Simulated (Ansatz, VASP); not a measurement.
## PtRhC4N4: VASP beside Ansatz

```
CELL_PARAMETERS angstrom
5.93556 0.00000 0.00000
0.00000 5.93556 0.00000
0.00000 0.00000 5.93556
ATOMIC_POSITIONS crystal
Rh 0.50000 0.50000 0.50000
Pt 0.00000 0.00000 0.00000
C 0.19219 0.19219 0.19219
C 0.19219 0.80781 0.80781
C 0.80781 0.19219 0.80781
C 0.80781 0.80781 0.19219
N 0.30751 0.30751 0.30751
N 0.30751 0.69249 0.69249
N 0.69249 0.30751 0.69249
N 0.69249 0.69249 0.30751
```

Alike in both runs: functional PBE; k mesh 4 × 4 × 4; occupations gaussian, width 0.1 eV; collinear spin.

Ansatz relaxed the structure, and its values are those at the end. VASP's run is a single point on that final structure, the one shown.

```csv
,VASP,Ansatz
version,VASP 6.6.1,Ansatz 0.2.0
potentials or method,"VASP PAW PBE potentials, release 64 (Rh_pv, Pt, C, N), cutoff 520 eV","scalar-relativistic, plane waves, PAW"
valence electrons in the cell,61,71
```

```tsv
	VASP	Ansatz	Ansatz less VASP
gap on the k mesh at the Fermi level (eV)	none	none	-
pressure (GPa)	0.3	0.1	-0.20
rms of the force components (eV/Å)	0.149	0.012	-0.1372
net moment per atom (μB)	0.11	0.11	0.000
size of the moment on the site where the two differ most (μB)	1.25	0.98	-0.265
```

Site moments also hang on the region over which each program counts them. A gap of «none» marks a metal or a gap that the smearing closes. One of these differences is far larger than is usual between the two programs; its cause wasn't traced. With one functional, cell and mesh, what is left measures potentials, basis and numerics. VASP's potentials hold 61 valence electrons a cell and Ansatz's 71, so a difference there can come from the potentials and not from the codes.

Neither program's run includes spin-orbit coupling. Noted on VASP's run: the standard files for N, O and F lose accuracy on very short bonds.
